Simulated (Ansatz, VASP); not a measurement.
# Two plane-wave programs on WS2

POSCAR

```
WS2
1.0
    1.5467664657      0.8930260354      6.0375157167
   -1.5467664657      0.8930260354      6.0375157167
    0.0000000000     -1.7860520706      6.0375157167
W S
1 2
Direct
    0.0000000000      0.0000000000      0.0000000000
    0.5810000000      0.5810000000      0.5810000000
    0.7503000000      0.7503000000      0.7503000000
```

INCAR.step1

```
  PREC = Accurate
  ENCUT = 520
  ISMEAR = -1
  SIGMA = 0.05
  LREAL = False
  LASPH = True
  NELM = 60
  NBANDS = 20
  GGA = PE
  ALGO = Normal
  EDIFF = 1E-4
  LWAVE = True
  LCHARG = False
```

INCAR.step2

```
  PREC = Accurate
  ENCUT = 520
  EDIFF = 1E-7
  ISMEAR = -1
  SIGMA = 0.05
  LREAL = False
  LASPH = True
  NELM = 60
  ALGO = Normal
  ISIF = 2
  LWAVE = False
  LCHARG = False
  METAGGA = R2SCAN
  LMIXTAU = True
  NBANDS = 20
  ISTART = 1
```

File KPOINTS:

```
regular mesh
0
Gamma
  10 10 10
```

The input input.yaml:

```yaml
crystal:
  lattice:
    - [1.5467664657, 0.8930260354, 6.0375157167]
    - [-1.5467664657, 0.8930260354, 6.0375157167]
    - [0.0, -1.7860520706, 6.0375157167]
  atoms:
    - { symbol: W, position: [0.0, 0.0, 0.0] }
    - { symbol: S, position: [0.581, 0.581, 0.581] }
    - { symbol: S, position: [0.7503, 0.7503, 0.7503] }
hamiltonian:
  xc: r2scan
  pseudopotentials: { kind: paw }
kpoints:
  mp_grid: { grid: [10, 10, 10] }
scf:
  occupations: { method: fermi_dirac, width: 0.05 }
output:
  forces: true
  stress: true
  eigenvalues: true
```

Alike in both runs: task single point; functional r2SCAN; k mesh 10 × 10 × 10; occupations fermi-dirac, width 0.05 eV; no spin polarisation.

```csv
,VASP,Ansatz
version,VASP 6.6.1,Ansatz 0.2.0
potentials or method,"VASP PAW PBE potentials, release 64 (W_sv, S)",Ansatz PAW
plane-wave cutoff (eV),520,500
valence electrons in the cell,26,26
```

|  | VASP | Ansatz | Ansatz less VASP |
| --- | --- | --- | --- |
| gap on the k mesh at the Fermi level (eV) | 1.12 | 1.10 | -0.017 |
| least direct gap on the mesh (eV) | 2.54 | 2.53 | -0.011 |
| pressure (GPa) | 15.4 | 15.1 | -0.27 |
| traceless stress, the component that is largest in VASP (GPa) | -0.24 | -0.16 | +0.079 |
| rms of the force components (eV/Å) | 0.629 | 0.618 | -0.0113 |

VASP's potentials were made for PBE, not for r2SCAN. Atom by atom the forces differ by 0.013 eV/Å (rms over components).

Neither program's run includes spin-orbit coupling.
